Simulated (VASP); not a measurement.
Input of a VASP 6.6.1 run:

The input POSCAR:

```
MnHg
1.0
    3.3045690000      0.0000000000      0.0000000000
    0.0000000000      3.3045690000      0.0000000000
    0.0000000000      0.0000000000      3.3045690000
Mn Hg
1 1
Direct
    0.5000000000      0.5000000000      0.5000000000
    0.0000000000      0.0000000000      0.0000000000
```

The input INCAR.step1:

```
SYSTEM = MnHg
  ALGO = Normal
  EDIFF = 1E-5
  ENCUT = 550
  GGA = PE
  GGA_COMPAT = .False.
  ISMEAR = -1
  LASPH = .True.
  LCHARG = .False.
  LREAL = .False.
  LWAVE = .True.
  NBANDS = 20
  NELM = 120
  PREC = Accurate
  SIGMA = 0.1
```

The input INCAR.step2:

```
SYSTEM = MnHg
  ALGO = Normal
  EDIFF = 1E-6
  ENCUT = 550
  GGA_COMPAT = .False.
  ISIF = 2
  ISMEAR = -1
  ISTART = 1
  LASPH = .True.
  LCHARG = .False.
  LMIXTAU = .True.
  LREAL = .False.
  LWAVE = .False.
  METAGGA = R2SCAN
  NBANDS = 20
  NELM = 120
  PREC = Accurate
  SIGMA = 0.1
```

Contents of KPOINTS:

```
k-points
0
Gamma
  10 10 10
  0 0 0
```

Potentials or basis: VASP PAW PBE potentials, release 64 (Mn_pv, Hg).

Command:

```bash
$ cat potpaw_PBE.64/Mn_pv/POTCAR potpaw_PBE.64/Hg/POTCAR > POTCAR
$ cp INCAR.step1 INCAR
$ mpirun -np 1 vasp_std > vasp.out
$ cp INCAR.step2 INCAR
$ mpirun -np 1 vasp_std > vasp.out
```

Task: What does it give for the pressure?

Result: -16.9 GPa.

Caveat: the PAW data sets were made with another functional, which shifts forces and pressure a little; spin-orbit coupling is left out, which moves the levels of the heavy elements. Spin polarisation is off, so any magnetic state and its effect on volume and gap are missing.
